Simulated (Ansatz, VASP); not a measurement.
SiC5: VASP beside Ansatz

```
C Si
1.0
     2.67523    0.00000    0.00000
    -1.33762    2.31682    0.00000
     0.00000    0.00000    6.64050
C Si
5 1
Direct
  0.00000 0.00000 0.97108
  0.66667 0.33333 0.66966
  0.33333 0.66667 0.36716
  0.66667 0.33333 0.89606
  0.33333 0.66667 0.59330
  0.00000 0.00000 0.25275
```

Alike in both runs: task single point; functional PBE; k mesh 9 × 9 × 4; no spin polarisation.

```csv
,VASP,Ansatz
version,VASP 6.6.1,Ansatz 0.2.0
potentials or method,"VASP PAW PBE potentials, release 64 (C, Si)","plane waves, PAW"
plane-wave cutoff (eV),520,420
occupations,"gaussian, width 0.01 eV",fixed
valence electrons in the cell,24,24
```

|  | VASP | Ansatz | Ansatz less VASP |
| --- | --- | --- | --- |
| gap on the k mesh at the Fermi level (eV) | 1.35 | 1.36 | +0.013 |
| pressure (GPa) | 22.3 | 22.1 | -0.19 |
| traceless stress, the component that is largest in VASP (GPa) | 2.12 | 2.14 | +0.023 |
| rms of the force components (eV/Å) | 0.200 | 0.202 | +0.0016 |

Atom by atom the forces differ by 0.018 eV/Å (rms over components).
